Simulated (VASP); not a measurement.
# Be (P6_3/mmc) in VASP: notebook, part 2 of 2

VASP 6.6.1. The steps go on from the part before.

## 3. Single point, PBEsol (strain +0.000 along x and y, +0.015 along z)

The input, INCAR:

```
  ALGO = Fast
  EDIFF = 1E-6
  ENCUT = 520
  GGA = PS
  ISIF = 2
  ISMEAR = 0
  LASPH = T
  LCHARG = T
  LELF = T
  LREAL = F
  LVHAR = T
  LWAVE = F
  NBANDS = 9
  NELM = 100
  PREC = Accurate
  SIGMA = 0.15
```

The input, KPOINTS:

```
k-points
0
Gamma
  24 24 14
```

The input, POSCAR:

```
Be
1.0
    2.2995019849      0.0000000000      0.0000000000
   -1.1497509925      1.9914271350      0.0000000000
    0.0000000000      0.0000000000      3.6549135000
Be
2
Direct
    0.3333333333      0.6666666667      0.2500000000
    0.6666666667      0.3333333333      0.7500000000
```

Potentials or basis: VASP PAW PBE potentials, release 64 (Be).

On the command line:

```console
> cat potpaw_PBE.64/Be/POTCAR > POTCAR
> mpirun -np 1 vasp_std > vasp.out
```

OUTCAR:

```text
EDIFF = 1E-6
   ENCUT = 520
   GGA = PS
   ISIF = 2
   ISMEAR = 0
   LASPH = T
   LREAL = F
   NELM = 100
   PREC = Accurate

 ion  position               nearest neighbor table
   1  0.333  0.667  0.250-   2 2.26   2 2.26   2 2.26   2 2.26   2 2.26   2 2.26
   2  0.667  0.333  0.750-   1 2.26   1 2.26   1 2.26   1 2.26   1 2.26   1 2.26

  LATTYP: Found a hexagonal cell.
 ALAT       =     2.2995019849
 C/A-ratio  =     1.5894369842

  Lattice vectors:

[... 477 lines left out ...]
 [... further k-points ...]

------------------------ aborting loop because EDIFF is reached ----------------------------------------

  FORCE on cell =-STRESS in cart. coord.  units (eV):
  Direction    XX          YY          ZZ          XY          YZ          ZX
  --------------------------------------------------------------------------------------
  -------------------------------------------------------------------------------------
  Total       -0.6038892     -0.6038892     -1.0078673      0.0000000      0.0000000     -0.0000000
  in kB      -57.8086074    -57.8086074    -96.4802955      0.0000000      0.0000000     -0.0000000
  external PRESSURE =     -70.6991701 kB  Pullay stress =       0.0000000 kB

 VOLUME and BASIS-vectors are now :
 -----------------------------------------------------------------------------
  energy-cutoff  :      520.00
  volume of cell :       16.74
      direct lattice vectors                 reciprocal lattice vectors
     2.299501985  0.000000000  0.000000000     0.434876772  0.251076221  0.000000000
    -1.149750993  1.991427135  0.000000000     0.000000000  0.502152443  0.000000000
     0.000000000  0.000000000  3.654913500     0.000000000  0.000000000  0.273604286

 POSITION                                       TOTAL-FORCE (eV/Angst)
 -----------------------------------------------------------------------------------
     -0.00000      1.32762      0.91373        -0.000000      0.000000      0.000000
      1.14975      0.66381      2.74119         0.000000     -0.000000      0.000000
 -----------------------------------------------------------------------------------
    total drift:                                0.000000     -0.000000      0.000000

  FREE ENERGIE OF THE ION-ELECTRON SYSTEM (eV)
  ---------------------------------------------------
  free  energy   TOTEN  =        -7.9709907791 eV

  energy  without entropy=       -7.9686302980  energy(sigma->0) =       -7.96981054
```

stdout:

```text
POSCAR found type information on POSCAR Be
 POSCAR found :  1 types and       2 ions
 scaLAPACK will be used
 -----------------------------------------------------------------------------
|                                                                             |
|                                                                             |
|     You enforced a specific xc type in the INCAR file but a different       |
|     I HOPE YOU KNOW WHAT YOU ARE DOING!                                     |
|                                                                             |
 -----------------------------------------------------------------------------

 LDA part: xc-table for (Slater+PW92), standard interpolation
 POSCAR, INCAR and KPOINTS ok, starting setup
 FFT: planning ... GRIDC
 FFT: planning ... GRID_SOFT
 FFT: planning ... GRID
 WAVECAR not read
 entering main loop
```

Run time: 23 s. Hardware: 1 thread of Intel Xeon 6975P-C (Granite Rapids), shared host; peak memory 0.17 GiB.

What came out:

- Free energy: -7.9710 eV
- Pressure: -7.1 GPa
- Band gap on the k mesh: zero (bands 2 and 3 overlap by 1.94 eV)

Levels at points of the mesh, in eV from the Fermi level:
| k point | band 1 | band 2 | band 3 | band 4 | band 5 | band 6 |
| --- | --- | --- | --- | --- | --- | --- |
| (0.00, 0.00, 0.00) | -11.04 | -4.35 | 0.77 | 15.47 | 15.47 | 18.15 |
| (0.50, 0.00, 0.00) | -4.80 | -3.05 | 3.47 | 6.24 | 6.26 | 9.14 |
| (0.00, 0.00, 0.50) | -8.96 | -8.96 | 9.97 | 9.97 | 17.00 | 17.00 |
| (0.50, 0.00, 0.50) | -3.47 | -3.47 | 1.42 | 1.42 | 11.60 | 11.60 |

Caveat: the cell differs from its parent crystal (strain +0.000 along x and y, +0.015 along z); the cell stands under tension; the PAW data sets were made with another functional, which shifts forces and pressure a little.

## 4. Single point, PBEsol (strain +0.015 along x and y, -0.015 along z)

The input, INCAR:

```
SYSTEM = Be
PREC     = Accurate       ! precision mode
ENCUT    = 520            ! plane-wave cutoff, eV
EDIFF    = 1E-6           ! SCF threshold, eV
ISMEAR   = 0              ! smearing method
SIGMA    = 0.15           ! smearing width, eV
LREAL    = .False.        ! projectors in reciprocal space
LASPH    = .True.         ! aspherical terms in the spheres
NELM     = 80             ! most SCF steps
ALGO     = Normal         ! electronic algorithm
ISIF     = 2              ! what is computed and relaxed
LWAVE    = .False.        ! write WAVECAR
LCHARG   = .False.        ! write CHGCAR
GGA      = PS             ! functional
NBANDS   = 9              ! bands
```

The input, KPOINTS:

```
regular mesh
0
Gamma
  24 24 14
  0 0 0
```

The input, POSCAR:

```
Be
1.0
    2.3339945147      0.0000000000      0.0000000000
   -1.1669972574      2.0212985420      0.0000000000
    0.0000000000      0.0000000000      3.5468865000
Be
2
Direct
    0.3333333333      0.6666666667      0.2500000000
    0.6666666667      0.3333333333      0.7500000000
```

On the command line:

```console
> cat potpaw_PBE.64/Be/POTCAR > POTCAR
> mpirun -np 1 vasp_std > vasp.out
```

It took 19 s on 1 thread of Intel Xeon 6975P-C (Granite Rapids), shared host; peak memory 0.17 GiB.

It converged, with:

| Item | Value |
| --- | --- |
| Free energy | -7.9617 eV |
| Pressure | -6.5 GPa |
| Band gap on the k mesh | zero (bands 2 and 3 overlap by 2.16 eV) |

Stress tensor (GPa, compression positive):
```
-9.64  0.00  0.00
 0.00 -9.64  0.00
 0.00  0.00 -0.10
```

Levels at points of the mesh, in eV from the Fermi level:
```tsv
k point	band 1	band 2	band 3	band 4	band 5	band 6	band 7
(0.00, 0.00, 0.00)	-10.91	-3.80	1.66	14.74	14.74	17.66	17.66
(0.50, 0.00, 0.00)	-4.81	-3.10	3.69	6.56	6.93	8.59	10.03
(0.00, 0.00, 0.50)	-8.70	-8.70	11.40	11.40	16.46	16.46	16.46
(0.50, 0.00, 0.50)	-3.40	-3.40	1.44	1.44	11.25	11.25	15.44
```

Caveat: the cell differs from its parent crystal (strain +0.015 along x and y, -0.015 along z); the stress differs along the axes, from -10 to -0 GPa; the PAW data sets were made with another functional, which shifts forces and pressure a little.

## 5. Overview

| cell | gap on the mesh (eV) | pressure (GPa) |
| --- | --- | --- |
| a = 2.334, b = 2.334, c = 3.493 Å, angles 90.0, 90.0, 120.0°, 2 atoms | none | -4.6 |
| a = 2.300, b = 2.300, c = 3.655 Å, angles 90.0, 90.0, 120.0°, 2 atoms | none | -7.1 |
| a = 2.334, b = 2.334, c = 3.547 Å, angles 90.0, 90.0, 120.0°, 2 atoms | none | -6.5 |

Alike in all rows: task single point; level PBEsol; potentials or basis VASP PAW PBE potentials, release 64 (Be); no spin polarisation; k mesh 24 × 24 × 14; cutoff (eV) 520; smearing gaussian 0.15 eV.

Caveats: the PAW data sets were made with another functional, which shifts forces and pressure a little; the stress differs along the axes, from -9 to 5 GPa (at least some runs); the cell stands under tension (at least some runs); the stress differs along the axes, from -10 to -0 GPa (at least some runs).

Total energies depend on the potentials used, so only differences within one code and one set of settings carry meaning.
